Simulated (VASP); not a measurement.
# SiO2 (P4_2/mnm) in VASP: further runs, part 3 of 3

VASP 6.6.1.

## Step 6: Single point, LDA

This run uses another cell than the first one, of 8.60 Å³/atom, 1.245 times its volume.

INCAR reads:

```
ALGO     = Normal         # electronic algorithm
EDIFF    = 1E-6           # SCF threshold, eV
ENCUT    = 520            # plane-wave cutoff, eV
GGA      = CA             # functional
ISIF     = 2              # what is computed and relaxed
ISMEAR   = 0              # smearing method
LASPH    = True           # aspherical terms in the spheres
LCHARG   = True           # write CHGCAR
LELF     = True           # ELF
LREAL    = False          # projectors in reciprocal space
LVHAR    = True         
LWAVE    = False          # write WAVECAR
NBANDS   = 25             # bands
NELM     = 100            # most SCF steps
PREC     = Accurate       # precision mode
SIGMA    = 0.05           # smearing width, eV
```

KPOINTS reads:

```
k-points
0
Gamma
  6 6 8
```

POSCAR reads:

```
SiO2
1.0
    4.2050000000      0.0000000000      0.0000000000
    0.0000000000      4.2050000000      0.0000000000
    0.0000000000      0.0000000000      2.9168000000
Si O
2 4
Direct
    0.5000000000      0.5000000000      0.5000000000
    0.0000000000      0.0000000000      0.0000000000
    0.6944252994      0.6944252994      0.0000000000
    0.1944252994      0.8055747006      0.5000000000
    0.3055747006      0.3055747006      0.0000000000
    0.8055747006      0.1944252994      0.5000000000
```

Potentials or basis: VASP PAW LDA potentials, release 64 (Si, O).

Command:

```
> cat potpaw_LDA.64/Si/POTCAR potpaw_LDA.64/O/POTCAR > POTCAR
> mpirun -np 1 vasp_std > vasp.out
```

OUTCAR:

```text
EDIFF = 1E-6
   ENCUT = 520
   GGA = CA
   ISIF = 2
   ISMEAR = 0
   LASPH = True
   LREAL = False
   NELM = 100
   PREC = Accurate

 ion  position               nearest neighbor table
   1  0.500  0.500  0.500-   4 1.82   6 1.82   5 1.86   3 1.86   3 1.86   5 1.86
   2  0.000  0.000  0.000-   3 1.82   5 1.82   4 1.86   6 1.86   4 1.86   6 1.86
   3  0.694  0.694  0.000-   2 1.82   1 1.86   1 1.86
   4  0.194  0.806  0.500-   1 1.82   2 1.86   2 1.86
   5  0.306  0.306  0.000-   2 1.82   1 1.86   1 1.86
   6  0.806  0.194  0.500-   1 1.82   2 1.86   2 1.86

  LATTYP: Found a simple tetragonal cell.
 ALAT       =     4.2050000000
 C/A-ratio  =     0.6936504162

  Lattice vectors:

 A1 = (   4.2050000000,   0.0000000000,   0.0000000000)
 A2 = (   0.0000000000,   4.2050000000,   0.0000000000)
 A3 = (   0.0000000000,   0.0000000000,   2.9168000000)

Analysis of symmetry for initial positions (statically):
=====================================================================
 Subroutine PRICEL returns:
 Original cell was already a primitive cell.

 Routine SETGRP: Setting up the symmetry group for a
 simple tetragonal supercell.

 Subroutine GETGRP returns: Found 16 space group operations
 (whereof  8 operations were pure point group operations)
 out of a pool of 16 trial point group operations.

The static configuration has the point symmetry D_2h.
 The point group associated with its full space group is D_4h.

Analysis of symmetry for dynamics (positions and initial velocities):
=====================================================================
 Subroutine PRICEL returns:
 Original cell was already a primitive cell.

 Routine SETGRP: Setting up the symmetry group for a
 simple tetragonal supercell.

[... 125 lines left out ...]
   NUPDOWN=      -1.0000    fix difference up-down
   EMIN   =  10.00;   EMAX   =-10.00  energy-range for DOS
   EFERMI =   0.00;   METHOD = LEGACY
   ISMEAR =     0;   SIGMA  =   0.05  broadening in eV -4-tet -1-fermi 0-gaus
   EFERMI_NEDOS =   21; number of points for ismear=-14 and -15
   IALGO  =     38    algorithm
   IMIX   =      4    mixing-type and parameters
     AMIX     =   0.40;   BMIX     =  1.00
     AMIX_MAG =   1.60;   BMIX_MAG =  1.00
  volume/ion in A,a.u.               =       8.60        58.01
  Fermi-wavevector in a.u.,A,eV,Ry     =   1.396300  2.638624 26.526633  1.949653
  Thomas-Fermi vector in A             =   2.519667
   LORBIT       =      0    0 simple, 1 ext, 2 COOP (PROOUT), +10 PAW based schemes
   GGA     = CA    functional components
   LHFCALC =     F    Hartree Fock is set to
   AEXX    =    0.0000 exact exchange contribution
   IVDW    =     0    specifies the selected vdW correction
   LEPSILON=     F    determine dielectric tensor
   LRPA    =     F    only Hartree local field effects (RPA)
 non-spin polarized calculation
 Gauss-broadening in eV      SIGMA  =   0.05
  energy-cutoff  :      520.00
  volume of cell :       51.57
 maximum number of plane-waves:      1411
 NGX is ok and might be reduce to    32
   NGX = 15   NGY = 15   NGZ = 11

 number of electron      31.9999987 magnetization

 Free energy of the ion-electron system (eV)
  ---------------------------------------------------
  ext. energy  EPLUGINS =         0.00000000
  ---------------------------------------------------
  free energy    TOTEN  =       -51.09111132 eV

  energy without entropy =      -51.09111132  energy(sigma->0) =      -51.09111132

 E-fermi :   6.9806     XC(G=0): -12.2473

 val. band max:        6.7808428007   @ k =   0.0000   0.0000   0.0000
 cond. band min:      10.3309378188   @ k =   0.0000   0.0000   0.0000
 fundamental gap:      3.5500950181
 Fermi energy:         6.9805865410

 k-point     1 :       0.0000    0.0000    0.0000
  band No.  band energies     occupation
      1     -14.4854      2.00000
      2     -11.1117      2.00000
      3     -11.1117      2.00000
      4     -10.7638      2.00000
      5      -3.5367      2.00000
      6       1.0011      2.00000
[... 661 lines left out ...]
     24      18.3653      0.00000
     25      19.6757      0.00000

 [... further k-points ...]
[... 5 lines left out ...]
  --------------------------------------------------------------------------------------
  -------------------------------------------------------------------------------------
  Total       -6.6977290     -6.6977290    -16.8955978     -0.0000000      0.0000000      0.0000000
  in kB     -208.0652266   -208.0652266   -524.8624370     -0.0000000      0.0000000      0.0000000
  external PRESSURE =    -313.6642967 kB  Pullay stress =       0.0000000 kB

 VOLUME and BASIS-vectors are now :
 -----------------------------------------------------------------------------
  energy-cutoff  :      520.00
  volume of cell :       51.57
      direct lattice vectors                 reciprocal lattice vectors
     4.205000000  0.000000000  0.000000000     0.237812128  0.000000000  0.000000000
     0.000000000  4.205000000  0.000000000     0.000000000  0.237812128  0.000000000
     0.000000000  0.000000000  2.916800000     0.000000000  0.000000000  0.342841470

 POSITION                                       TOTAL-FORCE (eV/Angst)
 -----------------------------------------------------------------------------------
      2.10250      2.10250      1.45840         0.000000      0.000000      0.000000
      0.00000      0.00000      0.00000         0.000000      0.000000      0.000000
      2.92006      2.92006      0.00000         0.054390      0.054390      0.000000
      0.81756      3.38744      1.45840         0.054390     -0.054390     -0.000000
      1.28494      1.28494      0.00000        -0.054390     -0.054390     -0.000000
      3.38744      0.81756      1.45840        -0.054390      0.054390      0.000000
 -----------------------------------------------------------------------------------
    total drift:                                0.000000      0.000000     -0.000000

  FREE ENERGIE OF THE ION-ELECTRON SYSTEM (eV)
  ---------------------------------------------------
  free  energy   TOTEN  =       -51.0911113196 eV

  energy  without entropy=      -51.0911113196  energy(sigma->0) =      -51.09111132
```

Run time: 89 s. Hardware: 1 thread of AMD EPYC 7R13, shared host; peak memory 0.14 GiB.

Results:

```
Free energy            : -51.0911 eV
Pressure               : -31.4 GPa
Largest force          : 0.077 eV/Å
Band gap on the k mesh : 3.55 eV, direct
```

Forces in eV/Å, atoms in the order of the input:
```
Si   0.000  0.000  0.000
Si   0.000  0.000  0.000
O    0.054  0.054  0.000
O    0.054 -0.054  0.000
O   -0.054 -0.054  0.000
O   -0.054  0.054  0.000
```

Levels at points of the mesh, in eV from the valence-band top:
| k point | band 14 | band 15 | band 16 | band 17 | band 18 | band 19 |
| --- | --- | --- | --- | --- | --- | --- |
| (0.00, 0.00, 0.00) | -0.73 | -0.73 | 0.00 | 3.55 | 4.99 | 6.50 |
| (0.50, 0.00, 0.00) | -2.66 | -0.88 | -0.88 | 5.79 | 5.79 | 7.20 |
| (0.50, 0.50, 0.00) | -2.71 | -1.70 | -1.70 | 5.50 | 5.50 | 8.20 |
| (0.00, 0.00, 0.50) | -2.87 | -2.26 | -2.26 | 7.67 | 7.67 | 11.27 |
| (0.50, 0.00, 0.50) | -1.88 | -1.46 | -1.46 | 7.59 | 7.59 | 9.29 |
| (0.50, 0.50, 0.50) | -1.35 | -1.25 | -1.25 | 5.99 | 5.99 | 10.36 |

## Step 7: Summary

| potentials or basis | cell | cutoff (eV) | second run | gap on the mesh (eV) | pressure (GPa) | largest force (eV/Å) |
| --- | --- | --- | --- | --- | --- | --- |
| VASP PAW LDA potentials, release 64 (Si, O_h) | a = 4.205, b = 4.205, c = 2.342 Å, 6 atoms | 910 | hard_potentials | 7.71 | 57.4 | 0.57 |
| VASP PAW LDA potentials, release 64 (Si, O) | a = 4.180, b = 4.180, c = 2.917 Å, 6 atoms | 520 | - | 3.72 | -29.0 | 0.15 |
| VASP PAW LDA potentials, release 64 (Si, O) | a = 4.255, b = 4.255, c = 2.853 Å, 6 atoms | 520 | - | 3.65 | -31.3 | 0.22 |
| VASP PAW LDA potentials, release 64 (Si, O) | a = 4.155, b = 4.155, c = 2.981 Å, 6 atoms | 520 | - | 3.48 | -30.9 | 0.35 |
| VASP PAW LDA potentials, release 64 (Si, O) | a = 4.205, b = 4.205, c = 2.917 Å, 6 atoms | 520 | - | 3.55 | -31.4 | 0.08 |

Alike in all rows: task single point; level LDA; no spin polarisation; k mesh 6 × 6 × 8; smearing gaussian 0.05 eV.

Caveats: the cutoff is under 1.25 times the usual one of these potentials, so pressure, stress and relaxed cells hold a basis-set (Pulay) error (some runs).

Absolute energies hang on the potentials; compare differences alone.
